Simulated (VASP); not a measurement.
Write the native input for VASP 6.6.1 that does the following.

```
Task                   : single point
Functional             : PBE
Potentials or basis    : VASP PAW PBE potentials, release 64 (Ga_d, N)
Cutoff                 : 520 eV
k mesh                 : 12 × 12 × 6
Occupations            : gaussian, width 0.05 eV
Spin                   : no spin polarisation
Dipole correction      : no
Further INCAR settings : ALGO = Normal; EDIFF = 1e-07; NBANDS = 26
```

The structure of GaN lies in POSCAR:

```
GaN
1.0
    3.2184289164      0.0000000000      0.0000000000
   -1.6092144582      2.7872412019      0.0000000000
    0.0000000000      0.0000000000      5.2430304702
Ga N
2 2
Direct
    0.3333333333      0.6666666667      0.9991316875
    0.6666666667      0.3333333333      0.4991316875
    0.4146613738      0.7073306869      0.3608311594
    0.6666666667      0.3333333333      0.8758683125
```

This cell differs from its parent crystal: atom 3 (N) moved -0.240 Å towards its neighbour atom 2 (Ga) at 1.967 Å.

These files were run (other wordings do the same):

INCAR

```
SYSTEM = GaN
PREC = Accurate
ENCUT = 520
EDIFF = 1E-7
ISMEAR = 0
SIGMA = 0.05
LREAL = .False.
LASPH = .True.
NELM = 60
ALGO = Normal
ISIF = 2
LWAVE = .False.
LCHARG = .False.
GGA = PE
NBANDS = 26
```

KPOINTS

```
regular mesh
0
Gamma
  12 12 6
  0 0 0
```

Potentials or basis: VASP PAW PBE potentials, release 64 (Ga_d, N).

Run with:

```sh
$ cat potpaw_PBE.64/Ga_d/POTCAR potpaw_PBE.64/N/POTCAR > POTCAR
$ mpirun -np 1 vasp_std > vasp.out
```

It gave:

- Pressure: 1.9 GPa
- Largest force: 1.748 eV/Å
- Band gap on the k mesh: 1.49 eV, direct

Caveat: the cell differs from its parent crystal (atom 3 (N) moved -0.240 Å towards its neighbour atom 2 (Ga) at 1.967 Å); forces of over 1 eV/Å act on the atoms, so gaps and moduli don't describe the material at rest.

Wall time 3.3 min on 1 thread of Intel Xeon 6975P-C (shared host), peak memory 0.35 GiB.
